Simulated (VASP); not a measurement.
# Ti2C (R-3m) in VASP: further runs

Runs on Ti2C. Level: PBEsol. Tasks: single point.

Program: VASP 6.6.1. These are calculated values, not measurements. Logs are shortened: lines on timing, memory, paths and dates and some standing lists are left out, and cuts for length are marked.

**1. The cell of the first run**

Symmetry: R-3m, No. 166, trigonal system. Conventional cell: a = 3.114 Å, b = 3.114 Å, c = 14.146 Å, α = 90.00°, β = 90.00°, γ = 120.00°. Ti (site symmetry 3m) has 3 C at 2.12 Å and 3 Ti at 2.87 Å within 2.9 Å. Within 2.8 Å of C (site symmetry -3m) lie 6 Ti at 2.12 Å.

**2. Single point, PBEsol (biaxial strain in the a-b plane: +2.0 %)**

Contents of INCAR:

```
SYSTEM = Ti2C
PREC     = Accurate       ! precision mode
ENCUT    = 520            ! plane-wave cutoff, eV
EDIFF    = 1E-7           ! SCF threshold, eV
ISMEAR   = 0              ! smearing method
SIGMA    = 0.1            ! smearing width, eV
LREAL    = .False.        ! projectors in reciprocal space
LASPH    = .True.         ! aspherical terms in the spheres
NELM     = 100            ! most SCF steps
ALGO     = Normal         ! electronic algorithm
ISIF     = 2              ! what is computed and relaxed
LWAVE    = .False.        ! write WAVECAR
LCHARG   = .False.        ! write CHGCAR
GGA      = PS             ! functional
NBANDS   = 52             ! bands
```

Contents of KPOINTS:

```
regular mesh
0
Gamma
  12 12 4
  0 0 0
```

Contents of POSCAR:

```
Ti2C
1.0
    3.1138633355      0.0000000000      0.0000000000
   -1.5569316678      2.6966847525      0.0000000000
    0.0000000000      0.0000000000     14.1464100688
Ti C
6 3
Direct
    0.3333333333      0.6666666667      0.9122005474
    0.0000000000      0.0000000000      0.7544661193
    0.0000000000      0.0000000000      0.2455338807
    0.6666666667      0.3333333333      0.0877994526
    0.6666666667      0.3333333333      0.5788672141
    0.3333333333      0.6666666667      0.4211327859
    0.6666666667      0.3333333333      0.8333333333
    0.3333333333      0.6666666667      0.1666666667
    0.0000000000      0.0000000000      0.5000000000
```

Potentials or basis: VASP PAW PBE potentials, release 64 (Ti_sv, C).

Launch:

```bash
$ cat potpaw_PBE.64/Ti_sv/POTCAR potpaw_PBE.64/C/POTCAR > POTCAR
$ mpirun -np 1 vasp_std > vasp.out
```

OUTCAR:

```text
SYSTEM = Ti2C
   PREC = Accurate
   ENCUT = 520
   EDIFF = 1E-7
   ISMEAR = 0
   LREAL = .False.
   LASPH = .True.
   NELM = 100
   ISIF = 2
   GGA = PS

 ion  position               nearest neighbor table
   1  0.333  0.667  0.912-   7 2.12   7 2.12   7 2.12   2 2.87   2 2.87   2 2.87
   2  0.000  0.000  0.754-   7 2.12   7 2.12   7 2.12   1 2.87   1 2.87   1 2.87
   3  0.000  0.000  0.246-   8 2.12   8 2.12   8 2.12   4 2.87   4 2.87   4 2.87
   4  0.667  0.333  0.088-   8 2.12   8 2.12   8 2.12   3 2.87   3 2.87   3 2.87
   5  0.667  0.333  0.579-   9 2.12   9 2.12   9 2.12   6 2.87   6 2.87   6 2.87
   6  0.333  0.667  0.421-   9 2.12   9 2.12   9 2.12   5 2.87   5 2.87   5 2.87
   7  0.667  0.333  0.833-   2 2.12   2 2.12   2 2.12   1 2.12   1 2.12   1 2.12
   8  0.333  0.667  0.167-   3 2.12   3 2.12   3 2.12   4 2.12   4 2.12   4 2.12
   9  0.000  0.000  0.500-   5 2.12   6 2.12   5 2.12   6 2.12   5 2.12   6 2.12

  LATTYP: Found a hexagonal cell.
 ALAT       =     3.1138633355
 C/A-ratio  =     4.5430414070

  Lattice vectors:

 A1 = (   3.1138633355,   0.0000000000,   0.0000000000)
 A2 = (  -1.5569316678,   2.6966847525,   0.0000000000)
 A3 = (   0.0000000000,   0.0000000000,  14.1464100688)

Analysis of symmetry for initial positions (statically):
=====================================================================
 Subroutine PRICEL returns following result:

  LATTYP: Found a trigonal (rhomboedric) cell.
 ALAT       =     5.0465538577
 COS(alpha) =     0.8096384310

  Lattice vectors:

 A1 = (   1.5569316681,  -0.8988949177,  -4.7154700239)
 A2 = (  -1.5569316684,  -0.8988949171,  -4.7154700210)
 A3 = (   0.0000000003,   1.7977898348,  -4.7154700239)

   3 primitive cells build up your supercell.

 Routine SETGRP: Setting up the symmetry group for a
 hexagonal supercell.

 Subroutine GETGRP returns: Found 12 space group operations
 (whereof 12 operations were pure point group operations)
 out of a pool of 24 trial point group operations.

The static configuration has the point symmetry D_3d.

Analysis of symmetry for dynamics (positions and initial velocities):
=====================================================================
 Subroutine PRICEL returns following result:

  LATTYP: Found a trigonal (rhomboedric) cell.
 ALAT       =     5.0465538577
 COS(alpha) =     0.8096384310

  Lattice vectors:

 A1 = (   1.5569316681,  -0.8988949177,  -4.7154700239)
 A2 = (  -1.5569316684,  -0.8988949171,  -4.7154700210)
 A3 = (   0.0000000003,   1.7977898348,  -4.7154700239)

   3 primitive cells build up your supercell.

 Routine SETGRP: Setting up the symmetry group for a
 hexagonal supercell.

 Subroutine GETGRP returns: Found 12 space group operations
 (whereof 12 operations were pure point group operations)
 out of a pool of 24 trial point group operations.

The dynamic configuration has the point symmetry D_3d.

 Subroutine INISYM returns: Found 12 space group operations
 (whereof 12 operations are pure point group operations),
 and found     3 'primitive' translations

----------------------------------------------------------------------------------------

                                     Primitive cell

  volume of cell :      39.5963

  direct lattice vectors                    reciprocal lattice vectors
     1.556931668 -0.898894918 -4.715470024     0.321144473 -0.185412848 -0.070689312
    -1.556931668 -0.898894917 -4.715470021    -0.321144473 -0.185412848 -0.070689312
     0.000000000  1.797789835 -4.715470024     0.000000000  0.370825696 -0.070689312

  length of vectors
     5.046553858  5.046553855  5.046553857     0.377503213  0.377503213  0.377503213

  position of ions in fractional coordinates (direct lattice)
     0.754466119  0.754466119  0.754466119
     0.245533881  0.245533881  0.245533881
     0.500000000  0.500000000  0.500000000

  ion indices of the primitive-cell ions
   primitive index   ion index
                 1           1
                 2           6
                 3           8

----------------------------------------------------------------------------------------

 KPOINTS: regular mesh

Automatic generation of k-mesh.
 Grid dimensions read from file:
 generate k-points for:   12   12    4

 Generating k-lattice:

  Cartesian coordinates                     Fractional coordinates (reciprocal lattice)
     0.026762039  0.015451071  0.000000000     0.083333333  0.000000000  0.000000000
     0.000000000  0.030902141  0.000000000     0.000000000  0.083333333  0.000000000
     0.000000000  0.000000000  0.017672328     0.000000000  0.000000000  0.250000000

  Length of vectors
     0.030902141  0.030902141  0.017672328

  Shift w.r.t. Gamma in fractional coordinates (k-lattice)
     0.000000000  0.000000000  0.000000000

 Subroutine IBZKPT returns following result:
 ===========================================

 Found     69 irreducible k-points:

 Following reciprocal coordinates:
            Coordinates               Weight
  0.000000  0.000000  0.000000      1.000000
  0.083333  0.000000  0.000000      6.000000
  0.166667  0.000000  0.000000      6.000000
  0.250000  0.000000  0.000000      6.000000
  0.333333  0.000000  0.000000      6.000000
  0.416667  0.000000  0.000000      6.000000
[... 16 lines left out ...]
  0.166667  0.000000  0.250000      6.000000
  0.000000  0.166667  0.250000      6.000000
 [... further k-points ...]
   k-points           NKPTS =     69   k-points in BZ     NKDIM =     69   number of bands    NBANDS=     52
   number of dos      NEDOS =    301   number of ions     NIONS =      9
   total plane-waves  NPLWV =  62208
   dimension x,y,z NGX =    24 NGY =   24 NGZ =  108
   dimension x,y,z NGXF=    48 NGYF=   48 NGZF=  216
   ions per type =               6   3
   NGX,Y,Z   is equivalent  to a cutoff of  12.81, 12.81, 12.69 a.u.
   NGXF,Y,Z  is equivalent  to a cutoff of  25.63, 25.63, 25.38 a.u.
 SYSTEM =  Ti2C
   PREC   = accura    normal or accurate (medium, high low for compatibility)
   ISTART =      0    job   : 0-new  1-cont  2-samecut
   ICHARG =      2    charge: 1-file 2-atom 10-const
   ISPIN  =      1    spin polarized calculation?
   LNONCOLLINEAR =      F non collinear calculations
   LSORBIT =      F    spin-orbit coupling
   LASPH  =      T    aspherical Exc in radial PAW
   ENCUT  =  520.0 eV  38.22 Ry    6.18 a.u.   5.79  5.79 26.30*2*pi/ulx,y,z
   NELM   =    100;   NELMIN=  2; NELMDL= -5     # of ELM steps
   EDIFF  = 0.1E-06   stopping-criterion for ELM
   LREAL  =      F    real-space projection
   EDIFFG = 0.1E-05   stopping-criterion for IOM
   NSW    =      0    number of steps for IOM
   IBRION =     -1    ionic relax: 0-MD 1-quasi-New 2-CG
   NFREE  =      0    steps in history (QN), initial steepest desc. (CG)
   ISIF   =      2    stress and relaxation
   ISYM   =      2    0-nonsym 1-usesym 2-fastsym
   POTIM  = 0.5000    time-step for ionic-motion
   TEBEG  =    0.0;   TEEND  =   0.0 temperature during run
   PSTRESS=    0.0 pullay stress
   NELECT =      84.0000    total number of electrons
   NUPDOWN=      -1.0000    fix difference up-down
   EMIN   =  10.00;   EMAX   =-10.00  energy-range for DOS
   EFERMI =   0.00;   METHOD = LEGACY
   ISMEAR =     0;   SIGMA  =   0.10  broadening in eV -4-tet -1-fermi 0-gaus
   EFERMI_NEDOS =   21; number of points for ismear=-14 and -15
   IALGO  =     38    algorithm
   IMIX   =      4    mixing-type and parameters
     AMIX     =   0.40;   BMIX     =  1.00
     AMIX_MAG =   1.60;   BMIX_MAG =  1.00
  volume/ion in A,a.u.               =      13.20        89.07
  Fermi-wavevector in a.u.,A,eV,Ry     =   1.458510  2.756183 28.942994  2.127250
  Thomas-Fermi vector in A             =   2.575186
   LORBIT       =      0    0 simple, 1 ext, 2 COOP (PROOUT), +10 PAW based schemes
   GGA     = PS    functional components
   LHFCALC =     F    Hartree Fock is set to
   AEXX    =    0.0000 exact exchange contribution
   IVDW    =     0    specifies the selected vdW correction
   LEPSILON=     F    determine dielectric tensor
   LRPA    =     F    only Hartree local field effects (RPA)
 non-spin polarized calculation
 Gauss-broadening in eV      SIGMA  =   0.10
  energy-cutoff  :      520.00
  volume of cell :      118.79
 maximum number of plane-waves:      3217
   NGX = 11   NGY = 11   NGZ = 53

 number of electron      83.9999995 magnetization

 Free energy of the ion-electron system (eV)
  ---------------------------------------------------
  ext. energy  EPLUGINS =         0.00000000
  ---------------------------------------------------
  free energy    TOTEN  =       -85.19011111 eV

  energy without entropy =      -85.16172409  energy(sigma->0) =      -85.17591760

 E-fermi :   8.2299     XC(G=0): -11.9680

 val. band max:        8.2289951878   @ k =   0.2500   0.0833   0.5000
 cond. band min:       8.2386571166   @ k =   0.1667   0.1667   0.0000
 fundamental gap:      0.0096619287
 Fermi energy:         8.2299036814

 k-point     1 :       0.0000    0.0000    0.0000
  band No.  band energies     occupation
      1     -48.2723      2.00000
      2     -48.2512      2.00000
      3     -48.2512      2.00000
      4     -48.1803      2.00000
      5     -48.1803      2.00000
      6     -48.1589      2.00000
[... 44 lines left out ...]
     51       9.8827      0.00000
     52       9.8863      0.00000

 k-point     2 :       0.0833    0.0000    0.0000
  band No.  band energies     occupation
      1     -48.2679      2.00000
      2     -48.2476      2.00000
      3     -48.2475      2.00000
      4     -48.1788      2.00000
      5     -48.1787      2.00000
      6     -48.1580      2.00000
[... 44 lines left out ...]
     51       9.9970      0.00000
     52      10.1066      0.00000

 k-point     3 :       0.1667    0.0000    0.0000
  band No.  band energies     occupation
      1     -48.2558      2.00000
      2     -48.2377      2.00000
      3     -48.2368      2.00000
      4     -48.1751      2.00000
      5     -48.1743      2.00000
      6     -48.1558      2.00000
[... 44 lines left out ...]
     51       9.7537      0.00000
     52      10.2120      0.00000
[... 1046 lines left out ...]
 k-point    23 :       0.1667    0.0000    0.2500
  band No.  band energies     occupation
      1     -48.2543      2.00000
      2     -48.2449      2.00000
      3     -48.2303      2.00000
      4     -48.1817      2.00000
      5     -48.1670      2.00000
      6     -48.1574      2.00000
[... 44 lines left out ...]
     51       9.8560      0.00000
     52       9.9588      0.00000

 k-point    24 :       0.0000    0.1667    0.2500
  band No.  band energies     occupation
      1     -48.2546      2.00000
      2     -48.2441      2.00000
      3     -48.2309      2.00000
      4     -48.1811      2.00000
      5     -48.1678      2.00000
      6     -48.1571      2.00000
[... 44 lines left out ...]
     51       9.8845      0.00000
     52      10.1382      0.00000

 [... further k-points ...]
[... 5 lines left out ...]
  --------------------------------------------------------------------------------------
  -------------------------------------------------------------------------------------
  Total       -5.1998665     -5.1998665     -0.1389006      0.0000000      0.0000000     -0.0000000
  in kB      -70.1337086    -70.1337086     -1.8734351      0.0000000      0.0000000     -0.0000000
  external PRESSURE =     -47.3802841 kB  Pullay stress =       0.0000000 kB

 VOLUME and BASIS-vectors are now :
 -----------------------------------------------------------------------------
  energy-cutoff  :      520.00
  volume of cell :      118.79
      direct lattice vectors                 reciprocal lattice vectors
     3.113863336  0.000000000  0.000000000     0.321144473  0.185412848  0.000000000
    -1.556931668  2.696684752  0.000000000     0.000000000  0.370825696  0.000000000
     0.000000000  0.000000000 14.146410069     0.000000000  0.000000000  0.070689312

 POSITION                                       TOTAL-FORCE (eV/Angst)
 -----------------------------------------------------------------------------------
     -0.00000      1.79779     12.90436        -0.000000      0.000000     -0.041455
      0.00000      0.00000     10.67299        -0.000000     -0.000000      0.041455
      0.00000      0.00000      3.47342        -0.000000      0.000000     -0.041455
      1.55693      0.89889      1.24205         0.000000     -0.000000      0.041455
      1.55693      0.89889      8.18889         0.000000      0.000000     -0.041455
     -0.00000      1.79779      5.95752         0.000000      0.000000      0.041455
      1.55693      0.89889     11.78868         0.000000     -0.000000      0.000000
     -0.00000      1.79779      2.35774         0.000000     -0.000000      0.000000
      0.00000      0.00000      7.07321         0.000000     -0.000000      0.000000
 -----------------------------------------------------------------------------------
    total drift:                                0.000000     -0.000000      0.000000

  FREE ENERGIE OF THE ION-ELECTRON SYSTEM (eV)
  ---------------------------------------------------
  free  energy   TOTEN  =       -85.1901111122 eV

  energy  without entropy=      -85.1617240942  energy(sigma->0) =      -85.17591760
```

Run time: 5.9 min. Hardware: 1 thread of AMD EPYC 9R45 (Zen 5), shared host; peak memory 0.39 GiB.

Results:

```yaml
Free_energy: -85.1901 eV
Pressure: -4.7 GPa
Largest_force: 0.041 eV/Å
Band_gap_on_the_k_mesh: zero (bands 42 and 43 overlap by 0.94 eV)
```

Forces on the atoms (eV/Å):
```
Ti   0.000  0.000 -0.041
Ti   0.000  0.000  0.041
Ti   0.000  0.000 -0.041
Ti   0.000  0.000  0.041
Ti   0.000  0.000 -0.041
Ti   0.000  0.000  0.041
C    0.000  0.000  0.000
C    0.000  0.000  0.000
C    0.000  0.000  0.000
```

Caveat: the cell differs from its parent crystal (biaxial strain in the a-b plane: +2.0 %); the stress differs along the axes, from -7 to -0 GPa; the PAW data sets were made with another functional, which shifts forces and pressure a little.

(Continued in part 2 of 2.)
